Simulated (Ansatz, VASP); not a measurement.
**One calculation of Sr, two programs**

```
CELL_PARAMETERS angstrom
-2.42500 2.42500 2.42500
2.42500 -2.42500 2.42500
2.42500 2.42500 -2.42500
ATOMIC_POSITIONS crystal
Sr 0.00000 0.00000 0.00000
```

Alike in both runs: task single point; functional PBE; k mesh 4 × 4 × 4; no spin polarisation.

|  | VASP | Ansatz |
| --- | --- | --- |
| version | VASP 6.6.1 | Ansatz 0.2.0 |
| potentials or method | VASP PAW PBE potentials, release 64 (Sr_sv), cutoff 500 eV | scalar-relativistic, plane waves, PAW |
| occupations | fermi-dirac, width 0.00861733 eV | fermi-dirac |
| valence electrons in the cell | 10 | 10 |

|  | VASP | Ansatz | Ansatz less VASP |
| --- | --- | --- | --- |
| gap on the k mesh at the Fermi level (eV) | none | none | - |
| pressure (GPa) | -0.9 | -0.9 | 0.00 |

A gap of «none» marks a metal or a gap that the smearing closes. Ansatz's warnings: force scf threshold loose, stress scf threshold loose.

The k mesh is coarse, so the values compare programs but aren't converged.
